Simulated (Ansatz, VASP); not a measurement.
Ti: VASP beside Ansatz

Contents of INCAR:

```
SYSTEM = Ti
PREC = Accurate
ENCUT = 520
EDIFF = 1E-6
ISMEAR = -1
SIGMA = 0.05
LREAL = .False.
LASPH = .True.
NELM = 100
ALGO = Normal
ISIF = 2
LWAVE = .False.
LCHARG = .False.
GGA = PS
NBANDS = 12
```

KPOINTS

```
Automatic mesh
0
Gamma
  14 14 14
  0 0 0
```

Contents of POSCAR:

```
Ti
1.0
   -1.6518678664      1.6518678664      1.6518678664
    1.6518678664     -1.6518678664      1.6518678664
    1.6518678664      1.6518678664     -1.6518678664
Ti
1
Direct
    0.0000000000      0.0000000000      0.0000000000
```

Input for Ansatz:

```yaml
crystal:
  lattice:
    - [-1.6518678664, 1.6518678664, 1.6518678664]
    - [1.6518678664, -1.6518678664, 1.6518678664]
    - [1.6518678664, 1.6518678664, -1.6518678664]
  atoms:
    - { symbol: Ti, position: [0.0, 0.0, 0.0] }
kpoints:
  mp_grid: { grid: [14, 14, 14] }
  band_path:
    path:
      - [0.0, 0.0, 0.0]
      - [0.5, -0.5, 0.5]
      - [0.0, 0.0, 0.5]
      - [0.0, 0.0, 0.0]
      - [0.25, 0.25, 0.25]
      - [0.5, -0.5, 0.5]
      - [0.25, 0.25, 0.25]
      - [0.0, 0.0, 0.5]
    npoints: 5
scf:
  occupations: { method: fermi_dirac, width: 0.05 }
hamiltonian:
  xc: pbesol
  pseudopotentials: { kind: all_electron, lapw: { basis_error: 0.00025 } }
output:
  forces: true
  stress: true
  eigenvalues: true
```

Change from the starting cell: volume scaled by 1.02.

Alike in both runs: task single point; functional PBEsol; k mesh 14 × 14 × 14; occupations fermi-dirac, width 0.05 eV; no spin polarisation.

|  | VASP | Ansatz |
| --- | --- | --- |
| version | VASP 6.6.1 | Ansatz 0.2.0 |
| potentials or method | VASP PAW PBE potentials, release 64 (Ti_sv), cutoff 520 eV | all-electron LAPW, scalar-relativistic |

|  | VASP | Ansatz | Ansatz less VASP |
| --- | --- | --- | --- |
| pressure (GPa) | -8.5 | -8.4 | +0.15 |

VASP's potentials were made for PBE, not for PBEsol. Ansatz ran all-electron here, and VASP with PAW potentials.
